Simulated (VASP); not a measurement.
Input of a VASP 6.6.1 run:

Contents of INCAR:

```
SYSTEM = Co
ALGO = Normal
EDIFF = 1E-6
ENCUT = 520
ISIF = 2
ISMEAR = -1
ISPIN = 2
LASPH = .TRUE.
LCHARG = .FALSE.
LMAXMIX = 4
LORBIT = 11
LREAL = .FALSE.
LWAVE = .FALSE.
MAGMOM = -1.558 -1.558
NBANDS = 20
NELM = 150
PREC = Accurate
SIGMA = 0.05
```

KPOINTS

```
k-points
0
G
  24 24 13
  0 0 0
```

POSCAR

```
Co
1.0
    2.3945748578      0.0000000000      0.0000000000
   -1.1972874289      2.0737626581      0.0000000000
    0.0000000000      0.0000000000      3.8700278688
Co
2
Direct
    0.3333333333      0.6666666667      0.2500000000
    0.6666666667      0.3333333333      0.7500000000
```

Potentials or basis: VASP PAW LDA potentials, release 64 (Co).

Launch:

```console
$ cat potpaw_LDA.64/Co/POTCAR > POTCAR
$ mpirun -np 1 vasp_std > vasp.out
```

**Question.** Predict the pressure.

**Answer.** 10.9 GPa.

**Question.** What does it give for the site moments?

**Answer.** Co -1.43 μB.

**Question.** Predict the net moment.

**Answer.** -2.87 μB per cell.

Stress tensor (GPa, compression positive):
```
11.30  0.00  0.00
 0.00 11.30  0.00
 0.00  0.00 10.02
```

Caveat: the cell stands under pressure.
